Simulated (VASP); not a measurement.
# BP (F-43m) in VASP: vibrations by perturbation theory with PBEsol

Aim: the vibrations by perturbation theory of BP with PBEsol.

Everything below comes from runs of VASP 6.6.1. Logs are shortened: lines on timing, memory, paths and dates and some standing lists are left out, and cuts for length are marked.

## Step 1: The cell of the first run

Symmetry: F-43m, No. 216, cubic system. Conventional cell: a = 4.538 Å, b = 4.538 Å, c = 4.538 Å, α = 90.00°, β = 90.00°, γ = 90.00°. B (site symmetry -43m) has 4 P at 1.97 Å within 2.6 Å. P (site symmetry -43m) has 4 B at 1.97 Å within 2.6 Å.

## Step 2: Vibrations by perturbation theory, PBEsol

File INCAR:

```
ALGO     = Normal         # electronic algorithm
EDIFF    = 1E-8           # SCF threshold, eV
ENCUT    = 520            # plane-wave cutoff, eV
GGA      = PS             # functional
IBRION   = 8              # ionic algorithm
ISIF     = 2              # what is computed and relaxed
ISMEAR   = 0              # smearing method
LASPH    = True           # aspherical terms in the spheres
LCHARG   = False          # write CHGCAR
LEPSILON = True           # dielectric tensor by DFPT
LREAL    = False          # projectors in reciprocal space
LWAVE    = False          # write WAVECAR
NBANDS   = 11             # bands
NELM     = 60             # most SCF steps
NSW      = 1              # ionic steps
PREC     = Accurate       # precision mode
SIGMA    = 0.01           # smearing width, eV
```

File KPOINTS:

```
k-points
0
Gamma
  6 6 6
```

File POSCAR:

```
BP
1.0
    0.0000000000      2.2690000000      2.2690000000
    2.2690000000      0.0000000000      2.2690000000
    2.2690000000      2.2690000000      0.0000000000
B P
1 1
Direct
    0.0000000000      0.0000000000      0.0000000000
    0.2500000000      0.2500000000      0.2500000000
```

Potentials or basis: VASP PAW PBE potentials, release 64 (B, P).

Command:

```console
$ cat potpaw_PBE.64/B/POTCAR potpaw_PBE.64/P/POTCAR > POTCAR
$ mpirun -np 1 vasp_std > vasp.out
```

OUTCAR:

```text
EDIFF = 1E-8
   ENCUT = 520
   GGA = PS
   IBRION = 8
   ISIF = 2
   ISMEAR = 0
   LASPH = True
   LEPSILON = True
   LREAL = False
   NELM = 60
   NSW = 1
   PREC = Accurate

 ion  position               nearest neighbor table
   1  0.000  0.000  0.000-   2 1.97   2 1.97   2 1.97   2 1.97
   2  0.250  0.250  0.250-   1 1.97   1 1.97   1 1.97   1 1.97

  LATTYP: Found a face centered cubic cell.
 ALAT       =     4.5380000000

  Lattice vectors:

 A1 = (   0.0000000000,   2.2690000000,   2.2690000000)
 A2 = (   2.2690000000,   0.0000000000,   2.2690000000)
 A3 = (   2.2690000000,   2.2690000000,   0.0000000000)

Analysis of symmetry for initial positions (statically):
=====================================================================
 Subroutine PRICEL returns:
 Original cell was already a primitive cell.

 Routine SETGRP: Setting up the symmetry group for a
 face centered cubic supercell.

 Subroutine GETGRP returns: Found 24 space group operations
 (whereof 24 operations were pure point group operations)
 out of a pool of 48 trial point group operations.

The static configuration has the point symmetry T_d .

Analysis of symmetry for dynamics (positions and initial velocities):
=====================================================================
 Subroutine PRICEL returns:
 Original cell was already a primitive cell.

 Routine SETGRP: Setting up the symmetry group for a
 face centered cubic supercell.

 Subroutine GETGRP returns: Found 24 space group operations
 (whereof 24 operations were pure point group operations)
 out of a pool of 48 trial point group operations.

The dynamic configuration has the point symmetry T_d .

 Subroutine INISYM returns: Found 24 space group operations
 (whereof 24 operations are pure point group operations),
 and found     1 'primitive' translations

----------------------------------------------------------------------------------------

                                     Primitive cell

  volume of cell :      23.3633

  direct lattice vectors                    reciprocal lattice vectors
     0.000000000  2.269000000  2.269000000    -0.220361393  0.220361393  0.220361393
     2.269000000  0.000000000  2.269000000     0.220361393 -0.220361393  0.220361393
     2.269000000  2.269000000  0.000000000     0.220361393  0.220361393 -0.220361393

  length of vectors
     3.208850573  3.208850573  3.208850573     0.381677128  0.381677128  0.381677128

  position of ions in fractional coordinates (direct lattice)
     0.000000000  0.000000000  0.000000000
     0.250000000  0.250000000  0.250000000

  ion indices of the primitive-cell ions
   primitive index   ion index
                 1           1
                 2           2

----------------------------------------------------------------------------------------

 KPOINTS: k-points

Automatic generation of k-mesh.
 Grid dimensions read from file:
 generate k-points for:    6    6    6

 Generating k-lattice:

  Cartesian coordinates                     Fractional coordinates (reciprocal lattice)
    -0.036726899  0.036726899  0.036726899     0.166666667  0.000000000  0.000000000
     0.036726899 -0.036726899  0.036726899     0.000000000  0.166666667  0.000000000
     0.036726899  0.036726899 -0.036726899     0.000000000  0.000000000  0.166666667

  Length of vectors
     0.063612855  0.063612855  0.063612855

  Shift w.r.t. Gamma in fractional coordinates (k-lattice)
     0.000000000  0.000000000  0.000000000

 Subroutine IBZKPT returns following result:
 ===========================================

 Found     16 irreducible k-points:

[... 327 lines left out ...]
 -----------------------------------------------------------------------------------
      0.00000      0.00000      0.00000        -0.000000     -0.000000     -0.000000
      1.13450      1.13450      1.13450         0.000000      0.000000      0.000000
 -----------------------------------------------------------------------------------
    total drift:                                0.000000      0.000000      0.000000

  FREE ENERGIE OF THE ION-ELECTRON SYSTEM (eV)
  ---------------------------------------------------
  free  energy   TOTEN  =       -13.6540886849 eV

  energy  without entropy=      -13.6540886849  energy(sigma->0) =      -13.65408868

 HEAD OF MICROSCOPIC STATIC DIELECTRIC TENSOR (INDEPENDENT PARTICLE, excluding Hartree and local field effects)
 ------------------------------------------------------
          11.048017     0.000000    -0.000000
          -0.000000    11.048017     0.000000
           0.000000     0.000000    11.048017
 ------------------------------------------------------

 Free energy of the ion-electron system (eV)
  ---------------------------------------------------
  ---------------------------------------------------
  free energy    TOTEN  =        -0.65838319 eV

  energy without entropy =       -0.65838319

------------------------ aborting loop because EDIFF is reached ----------------------------------------

--------------------------------------- Ionic step        2  -------------------------------------------

------------------------ aborting loop because EDIFF is reached ----------------------------------------

--------------------------------------- Ionic step        3  -------------------------------------------

------------------------ aborting loop because EDIFF is reached ----------------------------------------

 PIEZOELECTRIC TENSOR FIELD DIRECTION 3  (e Angst)
 -----------------------------------------------------------------------------
     0.00026  0.15697  0.00000           (  0.00000  0.08161  0.00000)
     0.15697  0.00026  0.00000           (  0.08161  0.00000  0.00000)
     0.00000  0.00000 -0.00114           (  0.00000  0.00000 -0.00000)

 PIEZOELECTRIC TENSOR FIELD DIRECTION 3  (C/m^2)
 -----------------------------------------------------------------------------
     0.00018  0.10765  0.00000
     0.10765  0.00018  0.00000
     0.00000  0.00000 -0.00078

--------------------------------------- Ionic step        4  -------------------------------------------

------------------------ aborting loop because EDIFF is reached ----------------------------------------

[... ionic steps 5 to 6 ...]

--------------------------------------- Ionic step        7  -------------------------------------------

 Free energy of the ion-electron system (eV)
  ---------------------------------------------------
  ---------------------------------------------------
  free energy    TOTEN  =        -0.04077460 eV

  energy without entropy =       -0.04077460

------------------------ aborting loop because EDIFF is reached ----------------------------------------

 INTERNAL STRAIN TENSOR  FOR ION    2  DIRECTION 1   (eV/Angst):
 -----------------------------------------------------------------------------
     0.00388  0.00000  0.00000
     0.00000  0.00210 -6.82561
     0.00000 -6.82561  0.00210

 MACROSCOPIC STATIC DIELECTRIC TENSOR (including local field effects in DFT)
 ------------------------------------------------------
          10.615344    -0.000000     0.000000
           0.000000    10.615344    -0.000000
          -0.000000    -0.000000    10.615344
 ------------------------------------------------------

 PIEZOELECTRIC TENSOR (including local field effects)  for field in x, y, z        (e  Angst)
          XX          YY          ZZ          XY          YZ          ZX
  --------------------------------------------------------------------------------
  x     0.00000     0.00000     0.00000     0.00000     0.14788     0.00000
  y     0.00000     0.00000     0.00000     0.00000     0.00000     0.14788
  z    -0.00000     0.00000     0.00000     0.14788     0.00000     0.00000

 PIEZOELECTRIC TENSOR (including local field effects)  for field in x, y, z        (C/m^2)
          XX          YY          ZZ          XY          YZ          ZX
  --------------------------------------------------------------------------------
  x     0.00000     0.00000     0.00000     0.00000     0.10141     0.00000
  y     0.00000     0.00000     0.00000     0.00000     0.00000     0.10141
  z    -0.00000     0.00000     0.00000     0.10141     0.00000     0.00000

 BORN EFFECTIVE CHARGES (including local field effects) (in |e|, cummulative output)
 ---------------------------------------------------------------------------------
 ion    1
    1    -0.47914    -0.00000    -0.00000
    2     0.00000    -0.47914    -0.00000
    3     0.00000    -0.00000    -0.47914
 ion    2
    1     0.47914     0.00000     0.00000
    2    -0.00000     0.47914     0.00000
    3    -0.00000     0.00000     0.47914

 INTERNAL STRAIN TENSOR FOR ION    2 for displacements in x,y,z  (eV/Angst):
          X           Y           Z          XY          YZ          ZX
  --------------------------------------------------------------------------------
  x     0.00000    -0.00000    -0.00000     0.00000    -6.82561     0.00000
  y    -0.00000     0.00000    -0.00000     0.00000     0.00000    -6.82561
  z    -0.00000    -0.00000     0.00000    -6.82561     0.00000     0.00000

 SECOND DERIVATIVES (NOT SYMMETRIZED)
 ------------------------------------
               1X          1Y          1Z          2X          2Y          2Z
  1X   -19.023823    0.000000    0.000000   19.023823    0.000000    0.000000
  1Y     0.000000  -19.023823    0.000000    0.000000   19.023823    0.000000
  1Z     0.000000    0.000000  -19.023823    0.000000    0.000000   19.023823
  2X    19.030544    0.000000    0.000000  -19.030544    0.000000    0.000000
  2Y     0.000000   19.030544    0.000000    0.000000  -19.030544    0.000000
  2Z     0.000000    0.000000   19.030544    0.000000    0.000000  -19.030544

 Eigenvectors and eigenvalues of the dynamical matrix
 ----------------------------------------------------

   1 f  =   24.087853 THz   151.348445 2PiTHz  803.484295 cm-1    99.619311 meV
             X         Y         Z           dx          dy          dz
      0.000000  0.000000  0.000000    -0.860931    0.000000    0.000000
      1.134500  1.134500  1.134500     0.508721    0.000000    0.000000
[... 21 lines left out ...]
   6 f/i=    0.001863 THz     0.011707 2PiTHz    0.062151 cm-1     0.007706 meV
             X         Y         Z           dx          dy          dz
      0.000000  0.000000  0.000000     0.000000    0.000000   -0.508721
      1.134500  1.134500  1.134500     0.000000    0.000000   -0.860931

--------------------------------------------------------------------------------------------------------

 MACROSCOPIC STATIC DIELECTRIC TENSOR IONIC CONTRIBUTION
 ------------------------------------------------------
           0.093453     0.000000    -0.000000
           0.000000     0.093453     0.000000
          -0.000000     0.000000     0.093453
 ------------------------------------------------------

 ELASTIC MODULI CONTR FROM IONIC RELAXATION (kBar)
 Direction    XX          YY          ZZ          XY          YZ          ZX
 --------------------------------------------------------------------------------
 XX          -0.0000     -0.0000     -0.0000     -0.0000     -0.0000     -0.0000
 YY          -0.0000     -0.0000     -0.0000     -0.0000     -0.0000     -0.0000
 ZZ          -0.0000     -0.0000     -0.0000     -0.0000     -0.0000     -0.0000
 XY          -0.0000     -0.0000     -0.0000   -178.4392     -0.0000     -0.0000
 YZ          -0.0000     -0.0000     -0.0000     -0.0000   -178.4392     -0.0000
 ZX          -0.0000     -0.0000     -0.0000     -0.0000     -0.0000   -178.4392
 --------------------------------------------------------------------------------

 PIEZOELECTRIC TENSOR IONIC CONTR  for field in x, y, z        (C/m^2)
          XX          YY          ZZ          XY          YZ          ZX
  --------------------------------------------------------------------------------
  x    -0.00000    -0.00000    -0.00000    -0.00000    -0.12151    -0.00000
  y    -0.00000    -0.00000    -0.00000    -0.00000    -0.00000    -0.12151
  z    -0.00000    -0.00000    -0.00000    -0.12151     0.00000    -0.00000
```

Wall time 2.9 min (1 thread of AMD EPYC 7R13, shared host); peak memory 0.13 GiB.

Results:

- Electronic dielectric tensor (diagonal): 10.62
- Born charges (mean of the diagonal): B -0.48; P +0.48 e
- Highest phonon frequency at Γ, LO-TO splitting left out: 803 cm⁻¹

Phonon frequencies in cm⁻¹ (negative: imaginary):
```csv
q point,frequencies
"(0.000, 0.000, 0.000)",0 0 0 803 803 803
```

Electronic dielectric tensor:
```
10.62  0.00  0.00
 0.00 10.62  0.00
 0.00  0.00 10.62
```

Born effective charge tensors (e):
atom 1, B
```
-0.48  0.00  0.00
 0.00 -0.48  0.00
 0.00  0.00 -0.48
```
atom 2, P
```
0.48 0.00 0.00
0.00 0.48 0.00
0.00 0.00 0.48
```

Caveat: the k points lie up to 0.40 Å⁻¹ apart; the cell wasn't relaxed at this level first, which shifts response properties.
